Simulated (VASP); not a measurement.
# PtS2 in VASP: settings compared

Aim: see how the results for PtS2 move with the level of theory and the settings. Levels: r2SCAN, HSE06. Tasks: single point.

Everything below comes from runs of VASP 6.6.1. Logs are shortened: lines on timing, memory, paths and dates and some standing lists are left out, and cuts for length are marked.

### Step 1. The cell of the first run

It takes space group C2/m (No. 12, monoclinic). Conventional cell: a = 6.153 Å, b = 3.606 Å, c = 5.123 Å, α = 90.00°, β = 90.00°, γ = 90.00°. Within 3.2 Å of Pt (site symmetry 2/m) lie 6 S at 2.39 to 2.40 Å. Within 3.2 Å of S (site symmetry m) lie 3 Pt at 2.39 to 2.40 Å and 3 S at 3.17 to 3.20 Å.

### Step 2. Single point, r2SCAN (uniaxial x strain +1.5%)

Input file POSCAR:

```
PtS2
1.0
    3.6059312036      0.0000000000      0.0000000000
   -1.8029656018      3.0766778587      0.0000000000
    0.0000000000      0.0000000000      5.1227110550
Pt S
1 2
Direct
    0.0000000000      0.0000000000      0.0000000000
    0.3346053222      0.6692106443      0.2367993083
    0.6653946778      0.3307893557      0.7632006917
```

Input file INCAR.step1:

```
SYSTEM = PtS2
  PREC = Accurate
  ENCUT = 520
  ISMEAR = 0
  SIGMA = 0.01
  LREAL = .False.
  LASPH = .True.
  NELM = 60
  NBANDS = 18
  GGA = PE
  ALGO = Normal
  EDIFF = 1E-4
  LWAVE = .True.
  LCHARG = .False.
```

Input file INCAR.step2:

```
SYSTEM = PtS2
  PREC = Accurate
  ENCUT = 520
  EDIFF = 1E-6
  ISMEAR = 0
  SIGMA = 0.01
  LREAL = .False.
  LASPH = .True.
  NELM = 60
  ALGO = Normal
  ISIF = 2
  LWAVE = .False.
  LCHARG = .True.
  METAGGA = R2SCAN
  LMIXTAU = .True.
  LELF = .True.
  LVHAR = .True.
  NBANDS = 18
  ISTART = 1
```

Input file KPOINTS:

```
Automatic mesh
0
Gamma
  12 12 6
  0 0 0
```

Potentials or basis: VASP PAW PBE potentials, release 64 (Pt, S).

On the command line:

```bash
> cat potpaw_PBE.64/Pt/POTCAR potpaw_PBE.64/S/POTCAR > POTCAR
> cp INCAR.step1 INCAR
> mpirun -np 1 vasp_std > vasp.out
> cp INCAR.step2 INCAR
> mpirun -np 1 vasp_std > vasp.out
```

OUTCAR:

```text
SYSTEM = PtS2
   PREC = Accurate
   ENCUT = 520
   EDIFF = 1E-6
   ISMEAR = 0
   LREAL = .False.
   LASPH = .True.
   NELM = 60
   ISIF = 2
   METAGGA = R2SCAN
   ISTART = 1

 ion  position               nearest neighbor table
   1  0.000  0.000  0.000-   2 2.39   3 2.39   3 2.40   2 2.40   2 2.40   3 2.40
   2  0.335  0.669  0.237-   1 2.39   1 2.40   1 2.40
   3  0.665  0.331  0.763-   1 2.39   1 2.40   1 2.40

  Warning from LATTYP: Monoclinic adjustment (A1->A3, A2->A1, A3->A2)!
  LATTYP: Found a base centered orthorhombic cell.
 ALAT       =     3.6059312036
 B/A-ratio  =     1.7064539976
 C/A-ratio  =     1.4206347170

  Lattice vectors:

 A1 = (   1.8029656018,  -3.0766778587,   0.0000000000)
 A2 = (   1.8029656018,   3.0766778587,   0.0000000000)
 A3 = (   0.0000000000,   0.0000000000,   5.1227110550)

Analysis of symmetry for initial positions (statically):
=====================================================================
 Subroutine PRICEL returns:
 Original cell was already a primitive cell.

 Routine SETGRP: Setting up the symmetry group for a
 base centered orthorhombic supercell.

 Subroutine GETGRP returns: Found  4 space group operations
 (whereof  4 operations were pure point group operations)
 out of a pool of  8 trial point group operations.

The static configuration has the point symmetry C_2h.

Analysis of symmetry for dynamics (positions and initial velocities):
=====================================================================
 Subroutine PRICEL returns:
 Original cell was already a primitive cell.

 Routine SETGRP: Setting up the symmetry group for a
 base centered orthorhombic supercell.

 Subroutine GETGRP returns: Found  4 space group operations
 (whereof  4 operations were pure point group operations)
 out of a pool of  8 trial point group operations.

The dynamic configuration has the point symmetry C_2h.

 Subroutine INISYM returns: Found  4 space group operations
 (whereof  4 operations are pure point group operations),
 and found     1 'primitive' translations

----------------------------------------------------------------------------------------

                                     Primitive cell

  volume of cell :      56.8328

  direct lattice vectors                    reciprocal lattice vectors
     3.605931204  0.000000000  0.000000000     0.277320876  0.162512952  0.000000000
    -1.802965602  3.076677859  0.000000000     0.000000000  0.325025903  0.000000000
     0.000000000  0.000000000  5.122711055     0.000000000  0.000000000  0.195209136

  length of vectors
     3.605931204  3.566038644  5.122711055     0.321430129  0.325025903  0.195209136

  position of ions in fractional coordinates (direct lattice)
     0.000000000  0.000000000  0.000000000
     0.334605322  0.669210644  0.236799308
     0.665394678  0.330789356  0.763200692

  ion indices of the primitive-cell ions
   primitive index   ion index
                 1           1
                 2           2
                 3           3

----------------------------------------------------------------------------------------

 KPOINTS: Automatic mesh

Automatic generation of k-mesh.
 Grid dimensions read from file:
 generate k-points for:   12   12    6

 Generating k-lattice:

  Cartesian coordinates                     Fractional coordinates (reciprocal lattice)
     0.023110073  0.013542746  0.000000000     0.083333333  0.000000000  0.000000000
     0.000000000  0.027085492  0.000000000     0.000000000  0.083333333  0.000000000
     0.000000000  0.000000000  0.032534856     0.000000000  0.000000000  0.166666667

  Length of vectors
     0.026785844  0.027085492  0.032534856

  Shift w.r.t. Gamma in fractional coordinates (k-lattice)
     0.000000000  0.000000000  0.000000000

 Subroutine IBZKPT returns following result:
 ===========================================

 Found    242 irreducible k-points:

 Following reciprocal coordinates:
            Coordinates               Weight
  0.000000  0.000000  0.000000      1.000000
  0.083333  0.000000  0.000000      4.000000
  0.166667  0.000000  0.000000      4.000000
  0.250000 -0.000000  0.000000      4.000000
  0.333333 -0.000000  0.000000      4.000000
  0.416667 -0.000000  0.000000      4.000000
[... 16 lines left out ...]
  0.333333  0.166667  0.000000      4.000000
  0.416667  0.166667  0.000000      4.000000
 [... further k-points ...]
   k-points           NKPTS =    242   k-points in BZ     NKDIM =    242   number of bands    NBANDS=     18
   number of dos      NEDOS =    301   number of ions     NIONS =      3
   total plane-waves  NPLWV =  31360
   dimension x,y,z NGX =    28 NGY =   28 NGZ =   40
   dimension x,y,z NGXF=    56 NGYF=   56 NGZF=   80
   ions per type =               1   2
   NGX,Y,Z   is equivalent  to a cutoff of  12.91, 13.05, 12.98 a.u.
   NGXF,Y,Z  is equivalent  to a cutoff of  25.82, 26.11, 25.96 a.u.
 SYSTEM =  PtS2
   PREC   = accura    normal or accurate (medium, high low for compatibility)
   ISTART =      1    job   : 0-new  1-cont  2-samecut
   ICHARG =      0    charge: 1-file 2-atom 10-const
   ISPIN  =      1    spin polarized calculation?
   LNONCOLLINEAR =      F non collinear calculations
   LSORBIT =      F    spin-orbit coupling
   LASPH  =      T    aspherical Exc in radial PAW
   ENCUT  =  520.0 eV  38.22 Ry    6.18 a.u.   6.70  6.63  9.52*2*pi/ulx,y,z
   NELM   =     60;   NELMIN=  2; NELMDL=  0     # of ELM steps
   EDIFF  = 0.1E-05   stopping-criterion for ELM
   LREAL  =      F    real-space projection
   EDIFFG = 0.1E-04   stopping-criterion for IOM
   NSW    =      0    number of steps for IOM
   IBRION =     -1    ionic relax: 0-MD 1-quasi-New 2-CG
   NFREE  =      0    steps in history (QN), initial steepest desc. (CG)
   ISIF   =      2    stress and relaxation
   ISYM   =      2    0-nonsym 1-usesym 2-fastsym
   POTIM  = 0.5000    time-step for ionic-motion
   TEBEG  =    0.0;   TEEND  =   0.0 temperature during run
   PSTRESS=    0.0 pullay stress
   NELECT =      22.0000    total number of electrons
   NUPDOWN=      -1.0000    fix difference up-down
   EMIN   =  10.00;   EMAX   =-10.00  energy-range for DOS
   EFERMI =   0.00;   METHOD = LEGACY
   ISMEAR =     0;   SIGMA  =   0.01  broadening in eV -4-tet -1-fermi 0-gaus
   EFERMI_NEDOS =   21; number of points for ismear=-14 and -15
   IALGO  =     38    algorithm
   IMIX   =      4    mixing-type and parameters
     AMIX     =   0.40;   BMIX     =  1.00
     AMIX_MAG =   1.60;   BMIX_MAG =  1.00
  volume/ion in A,a.u.               =      18.94       127.84
  Fermi-wavevector in a.u.,A,eV,Ry     =   1.193116  2.254662 19.368239  1.423525
  Thomas-Fermi vector in A             =   2.329138
   LORBIT       =      0    0 simple, 1 ext, 2 COOP (PROOUT), +10 PAW based schemes
   METAGGA = R2SCAN    functional components
   LHFCALC =     F    Hartree Fock is set to
   AEXX    =    0.0000 exact exchange contribution
   IVDW    =     0    specifies the selected vdW correction
   LEPSILON=     F    determine dielectric tensor
   LRPA    =     F    only Hartree local field effects (RPA)
 non-spin polarized calculation
 Gauss-broadening in eV      SIGMA  =   0.01
  energy-cutoff  :      520.00
  volume of cell :       56.83
 maximum number of plane-waves:      1565
   NGX = 13   NGY = 13   NGZ = 19

 number of electron      21.9999996 magnetization

 Free energy of the ion-electron system (eV)
  ---------------------------------------------------
  ext. energy  EPLUGINS =         0.00000000
  ---------------------------------------------------
  free energy    TOTEN  =       -68.85057128 eV

  energy without entropy =      -68.85057128  energy(sigma->0) =      -68.85057128

 E-fermi :   6.1174     XC(G=0): -11.1264

 val. band max:        6.0683275004   @ k =   0.0000   0.1667   0.1667
 cond. band min:       6.8702515223   @ k =  -0.2500   0.0000   0.3333
 fundamental gap:      0.8019240218
 Fermi energy:         6.1173805317

 k-point     1 :       0.0000    0.0000    0.0000
  band No.  band energies     occupation
      1      -9.6647      2.00000
      2      -6.7692      2.00000
      3      -0.8843      2.00000
      4      -0.6688      2.00000
      5      -0.6289      2.00000
      6       2.1333      2.00000
[... 10 lines left out ...]
     17      14.6345      0.00000
     18      18.9131      0.00000

 k-point     2 :       0.0833    0.0000    0.0000
  band No.  band energies     occupation
      1      -9.5762      2.00000
      2      -6.8134      2.00000
      3      -0.7919      2.00000
      4      -0.6021      2.00000
      5      -0.5713      2.00000
      6       2.0169      2.00000
[... 10 lines left out ...]
     17      14.8718      0.00000
     18      17.9322      0.00000

 k-point     3 :       0.1667    0.0000    0.0000
  band No.  band energies     occupation
      1      -9.3205      2.00000
      2      -6.9325      2.00000
      3      -0.5596      2.00000
      4      -0.4189      2.00000
      5      -0.3732      2.00000
      6       1.5956      2.00000
[... 10 lines left out ...]
     17      15.5476      0.00000
     18      16.5309      0.00000

 k-point     4 :       0.2500   -0.0000    0.0000
  band No.  band energies     occupation
      1      -8.9297      2.00000
      2      -7.0941      2.00000
      3      -0.3563      2.00000
      4      -0.2073      2.00000
      5       0.0754      2.00000
      6       0.9040      2.00000
[... 10 lines left out ...]
     17      15.5749      0.00000
     18      15.8642      0.00000

 k-point     5 :       0.3333   -0.0000    0.0000
  band No.  band energies     occupation
      1      -8.4652      2.00000
      2      -7.2662      2.00000
      3      -0.5411      2.00000
      4      -0.0289      2.00000
      5       0.5268      2.00000
      6       0.7130      2.00000
[... 10 lines left out ...]
     17      15.3926      0.00000
     18      16.0175      0.00000

 k-point     6 :       0.4167   -0.0000    0.0000
  band No.  band energies     occupation
      1      -8.0241      2.00000
      2      -7.4379      2.00000
      3      -1.0820      2.00000
      4       0.0600      2.00000
      5       0.7061      2.00000
      6       1.4002      2.00000
[... 10 lines left out ...]
     17      14.9716      0.00000
     18      17.1507      0.00000

 k-point     7 :       0.5000   -0.0000    0.0000
  band No.  band energies     occupation
      1      -7.7590      2.00000
      2      -7.5884      2.00000
      3      -1.3235      2.00000
      4       0.0813      2.00000
      5       0.8413      2.00000
      6       1.7771      2.00000
[... 10 lines left out ...]
     17      14.8182      0.00000
     18      17.8104      0.00000

 k-point     8 :       0.0000    0.0833    0.0000
  band No.  band energies     occupation
      1      -9.5738      2.00000
      2      -6.8138      2.00000
      3      -0.7901      2.00000
      4      -0.6087      2.00000
      5      -0.5654      2.00000
      6       2.0563      2.00000
[... 10 lines left out ...]
     17      14.7239      0.00000
     18      18.1186      0.00000
[... 229 lines left out ...]
     17      15.4249      0.00000
     18      16.6568      0.00000

 k-point    20 :       0.0833    0.1667    0.0000
  band No.  band energies     occupation
      1      -9.0665      2.00000
      2      -7.0351      2.00000
      3      -0.3793      2.00000
      4      -0.2833      2.00000
      5      -0.1392      2.00000
      6       1.3196      2.00000
[... 10 lines left out ...]
     17      15.8854      0.00000
     18      16.0661      0.00000

 k-point    21 :       0.1667    0.1667    0.0000
  band No.  band energies     occupation
      1      -8.6977      2.00000
      2      -7.1729      2.00000
      3      -0.2144      2.00000
      4      -0.0485      2.00000
      5       0.1100      2.00000
      6       0.9497      2.00000
[... 10 lines left out ...]
     17      15.4758      0.00000
     18      15.9622      0.00000

 k-point    22 :       0.2500    0.1667    0.0000
  band No.  band energies     occupation
      1      -8.2674      2.00000
      2      -7.3176      2.00000
      3      -0.3749      2.00000
      4      -0.0347      2.00000
      5       0.4320      2.00000
      6       0.8649      2.00000
[... 10 lines left out ...]
     17      15.2212      0.00000
     18      16.2686      0.00000

 k-point    23 :       0.3333    0.1667    0.0000
  band No.  band energies     occupation
      1      -7.8713      2.00000
      2      -7.4581      2.00000
      3      -0.8609      2.00000
      4      -0.0457      2.00000
      5       0.6939      2.00000
      6       1.1876      2.00000
[... 10 lines left out ...]
     17      15.9322      0.00000
     18      16.3907      0.00000

 k-point    24 :       0.4167    0.1667    0.0000
  band No.  band energies     occupation
      1      -7.6456      2.00000
      2      -7.5802      2.00000
      3      -1.0684      2.00000
      4      -0.0643      2.00000
      5       0.7746      2.00000
      6       1.4933      2.00000
[... 10 lines left out ...]
     17      16.3387      0.00000
     18      16.7122      0.00000

 [... further k-points ...]
[... 5 lines left out ...]
  --------------------------------------------------------------------------------------
  -------------------------------------------------------------------------------------
  Total       -0.6850815      0.0942681      0.3079869      0.0000000      0.0733610      0.0000000
  in kB      -19.3131672      2.6575180      8.6824750      0.0000000      2.0681226      0.0000000
  external PRESSURE =      -2.6577247 kB  Pullay stress =       0.0000000 kB

 VOLUME and BASIS-vectors are now :
 -----------------------------------------------------------------------------
  energy-cutoff  :      520.00
  volume of cell :       56.83
      direct lattice vectors                 reciprocal lattice vectors
     3.605931204  0.000000000  0.000000000     0.277320876  0.162512952  0.000000000
    -1.802965602  3.076677859  0.000000000     0.000000000  0.325025903  0.000000000
     0.000000000  0.000000000  5.122711055     0.000000000  0.000000000  0.195209136

 POSITION                                       TOTAL-FORCE (eV/Angst)
 -----------------------------------------------------------------------------------
      0.00000      0.00000      0.00000         0.000000      0.000000      0.000000
      0.00000      2.05895      1.21305         0.000000      0.000228     -0.047293
      1.80297      1.01773      3.90966        -0.000000     -0.000228      0.047293
 -----------------------------------------------------------------------------------
    total drift:                               -0.000000      0.000000      0.000000

  FREE ENERGIE OF THE ION-ELECTRON SYSTEM (eV)
  ---------------------------------------------------
  free  energy   TOTEN  =       -68.8505712825 eV

  energy  without entropy=      -68.8505712825  energy(sigma->0) =      -68.85057128
```

Run time: 21 min. Hardware: 1 thread of Intel Xeon 8259CL, shared host; peak memory 0.36 GiB.

Results:

- Free energy: -68.8506 eV
- Pressure: -0.3 GPa
- Largest force: 0.047 eV/Å
- Band gap on the k mesh: 0.80 eV (least direct gap 1.12 eV)

Forces on the atoms (eV/Å):
```
Pt   0.000  0.000  0.000
S    0.000  0.000 -0.047
S    0.000  0.000  0.047
```

Stress tensor (GPa, compression positive):
```
-1.93  0.00  0.00
 0.00  0.27  0.21
 0.00  0.21  0.87
```

Caveat: the cell differs from its parent crystal (uniaxial x strain +1.5%); the PAW data sets were made with another functional, which shifts forces and pressure a little; spin-orbit coupling is left out, which moves the levels of the heavy elements.

### Step 3. Single point, HSE06

This run uses another cell than the first one, of 18.66 Å³/atom.

Input file POSCAR:

```
PtS2
1.0
    3.5526415799      0.0000000000      0.0000000000
   -1.7763207900      3.0766778587      0.0000000000
    0.0000000000      0.0000000000      5.1227110550
Pt S
1 2
Direct
    0.0000000000      0.0000000000      0.0000000000
    0.3333333333      0.6666666667      0.2392599767
    0.6666666667      0.3333333333      0.7607400233
```

Input file INCAR.step1:

```
PREC = Accurate
ENCUT = 520
EDIFF = 1E-5
ISMEAR = 0
SIGMA = 0.01
LREAL = F
LASPH = T
NELM = 100
ALGO = Normal
ISIF = 2
LWAVE = T
LCHARG = F
GGA = PE
NBANDS = 18
```

Input file INCAR.step2:

```
PREC = Accurate
ENCUT = 520
EDIFF = 1E-7
ISMEAR = 0
SIGMA = 0.01
LREAL = F
LASPH = T
NELM = 100
ALGO = Normal
ISIF = 2
LWAVE = F
LCHARG = F
GGA = PE
LHFCALC = T
HFSCREEN = 0.2079
PRECFOCK = Normal
ISTART = 1
NBANDS = 18
```

Input file KPOINTS:

```
regular mesh
0
Gamma
  6 6 4
```

Potentials or basis: VASP PAW PBE potentials, release 64 (Pt, S).

On the command line:

```bash
> cat potpaw_PBE.64/Pt/POTCAR potpaw_PBE.64/S/POTCAR > POTCAR
> cp INCAR.step1 INCAR
> mpirun -np 1 vasp_std > vasp.out
> cp INCAR.step2 INCAR
> mpirun -np 1 vasp_std > vasp.out
```

Run time: 2.1 h. Hardware: 1 thread of Oxide Virtual Turin-like, shared host; peak memory 0.27 GiB.

Results (log left out):

```yaml
Free_energy: -18.6305 eV
Pressure: -1.4 GPa
Largest_force: 0.410 eV/Å
Band_gap_on_the_k_mesh: 1.40 eV (least direct gap 2.14 eV)
```

Forces on the atoms (eV/Å):
```
Pt   0.000  0.000  0.000
S    0.000  0.000 -0.410
S    0.000  0.000  0.410
```

Stress tensor (GPa, compression positive):
```
-1.84  0.00  0.00
 0.00 -1.84  0.00
 0.00  0.00 -0.46
```

Levels at points of the mesh, in eV from the valence-band top:
```
           k point  band 9  band 10  band 11  band 12  band 13  band 14
(0.00, 0.00, 0.00)   -1.15    -1.15     0.00     2.74     2.74     5.50
(0.50, 0.00, 0.00)   -3.52    -3.45    -2.91     2.21     3.30     6.37
(0.00, 0.00, 0.50)   -1.54    -1.39    -1.39     3.32     3.32     6.37
(0.50, 0.00, 0.50)   -3.41    -3.03    -1.63     2.38     2.97     6.05
```

Caveat: the PAW data sets were made with another functional, which shifts forces and pressure a little; spin-orbit coupling is left out, which moves the levels of the heavy elements.
